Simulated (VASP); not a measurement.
# CuI (Marshite) (F-43m) in VASP: a series of runs

Runs on CuI (Marshite). Level: LDA. Tasks: single point.

All numbers are computed with VASP 6.6.1; they aren't measurements. Logs are shortened: lines on timing, memory, paths and dates and some standing lists are left out, and cuts for length are marked.

## Step 1: The cell of the first run

Symmetry: F-43m, No. 216, cubic system. Conventional cell: a = 5.678 Å, b = 5.678 Å, c = 5.678 Å, α = 90.00°, β = 90.00°, γ = 90.00°. Within 3.2 Å of Cu (site symmetry -43m) lie 4 I at 2.46 Å. I (site symmetry -43m) has 4 Cu at 2.46 Å within 3.2 Å.

## Step 2: Single point, LDA

INCAR reads:

```
SYSTEM = CuI
PREC = Accurate ; ENCUT = 520
EDIFF = 1E-7 ; ISMEAR = 0
SIGMA = 0.01 ; LREAL = .False.
LASPH = .True. ; NELM = 60
ALGO = Normal ; ISIF = 2
LWAVE = .False. ; LCHARG = .False.
GGA = CA ; NBANDS = 16
```

KPOINTS reads:

```
regular mesh
0
Gamma
  6 6 6
  0 0 0
```

POSCAR reads:

```
CuI
1.0
    2.8389847689      2.8389847689      0.0000000000
   -2.8389847689      2.8389847689      0.0000000000
    0.0000000000      2.8389847689      2.8389847689
Cu I
1 1
Direct
    0.7500000000      0.2500000000      0.5000000000
    0.0000000000      0.0000000000      0.0000000000
```

Potentials or basis: VASP PAW LDA potentials, release 64 (Cu, I).

On the command line:

```bash
> cat potpaw_LDA.64/Cu/POTCAR potpaw_LDA.64/I/POTCAR > POTCAR
> mpirun -np 1 vasp_std > vasp.out
```

OUTCAR:

```text
SYSTEM = CuI
   PREC = Accurate
   ENCUT = 520
   EDIFF = 1E-7
   ISMEAR = 0
   LREAL = .False.
   LASPH = .True.
   NELM = 60
   ISIF = 2
   GGA = CA

 ion  position               nearest neighbor table
   1  0.750  0.250  0.500-   2 2.46   2 2.46   2 2.46   2 2.46
   2  0.000  0.000  0.000-   1 2.46   1 2.46   1 2.46   1 2.46

  LATTYP: Found a face centered cubic cell.
 ALAT       =     5.6779695378

  Lattice vectors:

 A1 = (   0.0000000000,   2.8389847689,   2.8389847689)
 A2 = (   2.8389847689,   0.0000000000,   2.8389847689)
 A3 = (   2.8389847689,   2.8389847689,   0.0000000000)

Analysis of symmetry for initial positions (statically):
=====================================================================
 Subroutine PRICEL returns:
 Original cell was already a primitive cell.

 Routine SETGRP: Setting up the symmetry group for a
 face centered cubic supercell.

 Subroutine GETGRP returns: Found 24 space group operations
 (whereof 24 operations were pure point group operations)
 out of a pool of 48 trial point group operations.

The static configuration has the point symmetry T_d .

Analysis of symmetry for dynamics (positions and initial velocities):
=====================================================================
 Subroutine PRICEL returns:
 Original cell was already a primitive cell.

 Routine SETGRP: Setting up the symmetry group for a
 face centered cubic supercell.

 Subroutine GETGRP returns: Found 24 space group operations
 (whereof 24 operations were pure point group operations)
 out of a pool of 48 trial point group operations.

The dynamic configuration has the point symmetry T_d .

 Subroutine INISYM returns: Found 24 space group operations
 (whereof 24 operations are pure point group operations),
 and found     1 'primitive' translations

----------------------------------------------------------------------------------------

                                     Primitive cell

  volume of cell :      45.7635

  direct lattice vectors                    reciprocal lattice vectors
     2.838984769  2.838984769  0.000000000     0.176119296  0.176119296 -0.176119296
    -2.838984769  2.838984769  0.000000000    -0.176119296  0.176119296 -0.176119296
     0.000000000  2.838984769  2.838984769     0.000000000  0.000000000  0.352238593

  length of vectors
     4.014930764  4.014930764  4.014930764     0.305047570  0.305047570  0.352238593

  position of ions in fractional coordinates (direct lattice)
     0.750000000  0.250000000  0.500000000
     0.000000000  0.000000000  0.000000000

  ion indices of the primitive-cell ions
   primitive index   ion index
                 1           1
                 2           2

----------------------------------------------------------------------------------------

 KPOINTS: regular mesh

Automatic generation of k-mesh.
 Grid dimensions read from file:
 generate k-points for:    6    6    6

 Generating k-lattice:

  Cartesian coordinates                     Fractional coordinates (reciprocal lattice)
     0.029353216  0.029353216 -0.029353216     0.166666667  0.000000000  0.000000000
    -0.029353216  0.029353216 -0.029353216     0.000000000  0.166666667  0.000000000
     0.000000000  0.000000000  0.058706432     0.000000000  0.000000000  0.166666667

  Length of vectors
     0.050841262  0.050841262  0.058706432

  Shift w.r.t. Gamma in fractional coordinates (k-lattice)
     0.000000000  0.000000000  0.000000000

 Subroutine IBZKPT returns following result:
 ===========================================

 Found     16 irreducible k-points:

 Following reciprocal coordinates:
            Coordinates               Weight
  0.000000  0.000000  0.000000      1.000000
  0.166667  0.000000  0.000000      8.000000
  0.333333  0.000000  0.000000      8.000000
  0.500000  0.000000  0.000000      4.000000
  0.166667  0.166667  0.000000     12.000000
  0.333333  0.166667  0.000000     24.000000
[... 8 lines left out ...]
  0.500000  0.333333  0.166667     24.000000
  0.500000  0.500000  0.166667     12.000000
   k-points           NKPTS =     16   k-points in BZ     NKDIM =     16   number of bands    NBANDS=     16
   number of dos      NEDOS =    301   number of ions     NIONS =      2
   total plane-waves  NPLWV =  27000
   dimension x,y,z NGX =    30 NGY =   30 NGZ =   30
   dimension x,y,z NGXF=    60 NGYF=   60 NGZF=   60
   ions per type =               1   1
   NGX,Y,Z   is equivalent  to a cutoff of  12.42, 12.42, 12.42 a.u.
   NGXF,Y,Z  is equivalent  to a cutoff of  24.84, 24.84, 24.84 a.u.
 SYSTEM =  CuI
   PREC   = accura    normal or accurate (medium, high low for compatibility)
   ISTART =      0    job   : 0-new  1-cont  2-samecut
   ICHARG =      2    charge: 1-file 2-atom 10-const
   ISPIN  =      1    spin polarized calculation?
   LNONCOLLINEAR =      F non collinear calculations
   LSORBIT =      F    spin-orbit coupling
   LASPH  =      T    aspherical Exc in radial PAW
   ENCUT  =  520.0 eV  38.22 Ry    6.18 a.u.   7.47  7.47  7.47*2*pi/ulx,y,z
   NELM   =     60;   NELMIN=  2; NELMDL= -5     # of ELM steps
   EDIFF  = 0.1E-06   stopping-criterion for ELM
   LREAL  =      F    real-space projection
   EDIFFG = 0.1E-05   stopping-criterion for IOM
   NSW    =      0    number of steps for IOM
   IBRION =     -1    ionic relax: 0-MD 1-quasi-New 2-CG
   NFREE  =      0    steps in history (QN), initial steepest desc. (CG)
   ISIF   =      2    stress and relaxation
   ISYM   =      2    0-nonsym 1-usesym 2-fastsym
   POTIM  = 0.5000    time-step for ionic-motion
   TEBEG  =    0.0;   TEEND  =   0.0 temperature during run
   PSTRESS=    0.0 pullay stress
   NELECT =      18.0000    total number of electrons
   NUPDOWN=      -1.0000    fix difference up-down
   EMIN   =  10.00;   EMAX   =-10.00  energy-range for DOS
   EFERMI =   0.00;   METHOD = LEGACY
   ISMEAR =     0;   SIGMA  =   0.01  broadening in eV -4-tet -1-fermi 0-gaus
   EFERMI_NEDOS =   21; number of points for ismear=-14 and -15
   IALGO  =     38    algorithm
   IMIX   =      4    mixing-type and parameters
     AMIX     =   0.40;   BMIX     =  1.00
     AMIX_MAG =   1.60;   BMIX_MAG =  1.00
  volume/ion in A,a.u.               =      22.88       154.41
  Fermi-wavevector in a.u.,A,eV,Ry     =   1.199479  2.266686 19.575376  1.438750
  Thomas-Fermi vector in A             =   2.335340
   LORBIT       =      0    0 simple, 1 ext, 2 COOP (PROOUT), +10 PAW based schemes
   GGA     = CA    functional components
   LHFCALC =     F    Hartree Fock is set to
   AEXX    =    0.0000 exact exchange contribution
   IVDW    =     0    specifies the selected vdW correction
   LEPSILON=     F    determine dielectric tensor
   LRPA    =     F    only Hartree local field effects (RPA)
 non-spin polarized calculation
 Gauss-broadening in eV      SIGMA  =   0.01
  energy-cutoff  :      520.00
  volume of cell :       45.76
 maximum number of plane-waves:      1258
 NGX is ok and might be reduce to    30
   NGX = 15   NGY = 15   NGZ = 15

 number of electron      18.0000015 magnetization

 Free energy of the ion-electron system (eV)
  ---------------------------------------------------
  ext. energy  EPLUGINS =         0.00000000
  ---------------------------------------------------
  free energy    TOTEN  =        -6.89730780 eV

  energy without entropy =       -6.89730780  energy(sigma->0) =       -6.89730780

 E-fermi :   6.7089     XC(G=0): -10.2082

 val. band max:        6.5909453283   @ k =   0.0000   0.0000   0.0000
 cond. band min:       8.1926942589   @ k =   0.0000   0.0000   0.0000
 fundamental gap:      1.6017489306
 Fermi energy:         6.7089357110

 k-point     1 :       0.0000    0.0000    0.0000
  band No.  band energies     occupation
      1      -8.6160      2.00000
      2       1.8961      2.00000
      3       1.8961      2.00000
      4       1.8961      2.00000
      5       3.6879      2.00000
      6       3.6879      2.00000
[... 8 lines left out ...]
     15      16.6234      0.00000
     16      16.6234      0.00000

 k-point     2 :       0.1667    0.0000    0.0000
  band No.  band energies     occupation
      1      -8.4218      2.00000
      2       1.3935      2.00000
      3       1.9238      2.00000
      4       1.9238      2.00000
      5       3.6731      2.00000
      6       3.6731      2.00000
[... 8 lines left out ...]
     15      15.4485      0.00000
     16      15.6886      0.00000

 k-point     3 :       0.3333    0.0000    0.0000
  band No.  band energies     occupation
      1      -7.9774      2.00000
      2       0.2769      2.00000
      3       1.9675      2.00000
      4       1.9675      2.00000
      5       3.6858      2.00000
      6       3.6858      2.00000
[... 8 lines left out ...]
     15      16.0814      0.00000
     16      16.0814      0.00000

 k-point     4 :       0.5000    0.0000    0.0000
  band No.  band energies     occupation
      1      -7.7165      2.00000
      2      -0.3252      2.00000
      3       1.9818      2.00000
      4       1.9818      2.00000
      5       3.7225      2.00000
      6       3.7225      2.00000
[... 8 lines left out ...]
     15      18.0570      0.00000
     16      18.0570      0.00000

 k-point     5 :       0.1667    0.1667    0.0000
  band No.  band energies     occupation
      1      -8.1399      2.00000
      2       0.8753      2.00000
      3       1.7542      2.00000
      4       1.9840      2.00000
      5       3.6214      2.00000
      6       3.7105      2.00000
[... 8 lines left out ...]
     15      16.4312      0.00000
     16      17.5556      0.00000

 k-point     6 :       0.3333    0.1667    0.0000
  band No.  band energies     occupation
      1      -7.7353      2.00000
      2       0.1340      2.00000
      3       1.5492      2.00000
      4       2.0081      2.00000
      5       3.6487      2.00000
      6       3.6936      2.00000
[... 8 lines left out ...]
     15      16.6831      0.00000
     16      18.1798      0.00000

 k-point     7 :       0.5000    0.1667    0.0000
  band No.  band energies     occupation
      1      -7.6467      2.00000
      2      -0.0656      2.00000
      3       1.6280      2.00000
      4       1.9772      2.00000
      5       3.6366      2.00000
      6       3.7293      2.00000
[... 8 lines left out ...]
     15      17.8582      0.00000
     16      18.1275      0.00000

 k-point     8 :      -0.3333    0.1667    0.0000
  band No.  band energies     occupation
      1      -7.9904      2.00000
      2       0.5893      2.00000
      3       1.8408      2.00000
      4       1.9295      2.00000
      5       3.5847      2.00000
      6       3.7355      2.00000
[... 8 lines left out ...]
     15      17.1669      0.00000
     16      17.2673      0.00000

 k-point     9 :      -0.1667    0.1667    0.0000
  band No.  band energies     occupation
      1      -8.3566      2.00000
      2       1.3411      2.00000
      3       1.8996      2.00000
      4       1.8996      2.00000
      5       3.6094      2.00000
      6       3.7154      2.00000
[... 8 lines left out ...]
     15      16.9163      0.00000
     16      16.9933      0.00000

 k-point    10 :       0.3333    0.3333    0.0000
  band No.  band energies     occupation
      1      -7.4813      2.00000
      2       0.3383      2.00000
      3       0.8517      2.00000
      4       2.0077      2.00000
      5       3.5091      2.00000
      6       3.6779      2.00000
[... 8 lines left out ...]
     15      16.1893      0.00000
     16      20.5326      0.00000

 k-point    11 :       0.5000    0.3333    0.0000
  band No.  band energies     occupation
      1      -7.4909      2.00000
      2      -0.0058      2.00000
      3       1.5589      2.00000
      4       1.9710      2.00000
      5       3.5508      2.00000
      6       3.7587      2.00000
[... 8 lines left out ...]
     15      18.4540      0.00000
     16      20.0270      0.00000

 k-point    12 :      -0.3333    0.3333    0.0000
  band No.  band energies     occupation
      1      -7.7587      2.00000
      2       0.2646      2.00000
      3       1.9330      2.00000
      4       1.9330      2.00000
      5       3.5005      2.00000
      6       3.7706      2.00000
[... 8 lines left out ...]
     15      17.7530      0.00000
     16      20.6906      0.00000

 k-point    13 :       0.5000    0.5000    0.0000
  band No.  band energies     occupation
      1      -7.4032      2.00000
      2      -0.2827      2.00000
      3       1.9697      2.00000
      4       1.9697      2.00000
      5       3.6093      2.00000
      6       3.7984      2.00000
[... 8 lines left out ...]
     15      18.5119      0.00000
     16      19.4264      0.00000

 k-point    14 :       0.3333    0.3333    0.1667
  band No.  band energies     occupation
      1      -7.6628      2.00000
      2       0.2815      2.00000
      3       1.4305      2.00000
      4       1.9620      2.00000
      5       3.5943      2.00000
      6       3.7080      2.00000
[... 8 lines left out ...]
     15      18.1682      0.00000
     16      19.5630      0.00000

 k-point    15 :       0.5000    0.3333    0.1667
  band No.  band energies     occupation
      1      -7.4812      2.00000
      2       0.2338      2.00000
      3       1.0462      2.00000
      4       1.9425      2.00000
      5       3.5440      2.00000
      6       3.6845      2.00000
[... 8 lines left out ...]
     15      18.3915      0.00000
     16      19.2909      0.00000

 k-point    16 :       0.5000    0.5000    0.1667
  band No.  band energies     occupation
      1      -7.3974      2.00000
      2       0.1016      2.00000
      3       1.2517      2.00000
      4       1.8818      2.00000
      5       3.5735      2.00000
      6       3.6323      2.00000
[... 8 lines left out ...]
     15      19.0453      0.00000
     16      19.4708      0.00000

------------------------ aborting loop because EDIFF is reached ----------------------------------------

  FORCE on cell =-STRESS in cart. coord.  units (eV):
  Direction    XX          YY          ZZ          XY          YZ          ZX
  --------------------------------------------------------------------------------------
  -------------------------------------------------------------------------------------
  Total        2.0279896      2.0279896      2.0279896      0.0000000      0.0000000     -0.0000000
  in kB       70.9997986     70.9997986     70.9997986      0.0000000      0.0000000     -0.0000000
  external PRESSURE =      70.9997986 kB  Pullay stress =       0.0000000 kB

 VOLUME and BASIS-vectors are now :
 -----------------------------------------------------------------------------
  energy-cutoff  :      520.00
  volume of cell :       45.76
      direct lattice vectors                 reciprocal lattice vectors
     2.838984769  2.838984769  0.000000000     0.176119296  0.176119296 -0.176119296
    -2.838984769  2.838984769  0.000000000    -0.176119296  0.176119296 -0.176119296
     0.000000000  2.838984769  2.838984769     0.000000000  0.000000000  0.352238593

 POSITION                                       TOTAL-FORCE (eV/Angst)
 -----------------------------------------------------------------------------------
      1.41949      4.25848      1.41949        -0.000000     -0.000000     -0.000000
      0.00000      0.00000      0.00000         0.000000      0.000000      0.000000
 -----------------------------------------------------------------------------------
    total drift:                               -0.000001      0.000000      0.000000

  FREE ENERGIE OF THE ION-ELECTRON SYSTEM (eV)
  ---------------------------------------------------
  free  energy   TOTEN  =        -6.8973077982 eV

  energy  without entropy=       -6.8973077982  energy(sigma->0) =       -6.89730780
```

Run time: 17 s. Hardware: 1 thread of Intel Xeon 6975P-C (Granite Rapids), shared host; peak memory 0.15 GiB.

Results:

```
Free energy            : -6.8973 eV
Pressure               : 7.1 GPa
Band gap on the k mesh : 1.60 eV, direct
```

Levels at points of the mesh, in eV from the valence-band top:
```csv
k point,band 5,band 6,band 7,band 8,band 9,band 10,band 11,band 12,band 13,band 14
"(0.00, 0.00, 0.00)",-2.90,-2.90,0.00,0.00,0.00,1.60,4.61,4.61,4.61,8.21
"(0.50, 0.00, 0.00)",-2.87,-2.87,-2.80,-1.09,-1.09,2.23,5.22,5.22,7.36,10.00
"(0.50, 0.50, 0.00)",-2.98,-2.79,-2.79,-2.37,-2.37,2.19,2.64,10.57,10.76,10.76
```

Caveat: spin-orbit coupling is left out, which moves the levels of the heavy elements.

## Step 3: Single point, LDA

INCAR reads:

```
SYSTEM = CuI
  ALGO = Normal
  EDIFF = 1E-6
  ENCUT = 520
  GGA = CA
  ISIF = 2
  ISMEAR = 0
  LASPH = .TRUE.
  LCHARG = .FALSE.
  LREAL = .FALSE.
  LWAVE = .FALSE.
  NBANDS = 16
  NELM = 80
  PREC = Accurate
  SIGMA = 0.01
```

KPOINTS reads:

```
k-points
0
G
  6 6 6
  0 0 0
```

POSCAR reads:

```
CuI
1.0
    2.8389847690      2.8389847690      0.0000000000
   -2.8389847690      2.8389847690      0.0000000000
    0.0000000000      2.8389847690      2.8389847690
Cu I
1 1
Direct
    0.7500000000      0.2500000000      0.5000000000
    0.0000000000      0.0000000000      0.0000000000
```

Potentials or basis: VASP PAW LDA potentials, release 64 (Cu, I).

On the command line:

```bash
> cat potpaw_LDA.64/Cu/POTCAR potpaw_LDA.64/I/POTCAR > POTCAR
> mpirun -np 1 vasp_std > vasp.out
```

Run time: 12 s. Hardware: 1 thread of Intel Xeon 6975P-C (Granite Rapids), shared host; peak memory 0.15 GiB.

It converged, with:

* Free energy: -6.8973 eV
* Pressure: 7.4 GPa
* Band gap on the k mesh: 1.60 eV, direct

Levels at points of the mesh, in eV from the valence-band top:
```tsv
k point	band 6	band 7	band 8	band 9	band 10	band 11	band 12	band 13
(0.00, 0.00, 0.00)	-2.90	0.00	0.00	0.00	1.60	4.61	4.61	4.61
(0.50, 0.00, 0.00)	-2.87	-2.80	-1.09	-1.09	2.23	5.22	5.22	7.36
(0.50, 0.50, 0.00)	-2.79	-2.79	-2.37	-2.37	2.19	2.64	10.57	10.76
```

Caveat: spin-orbit coupling is left out, which moves the levels of the heavy elements.
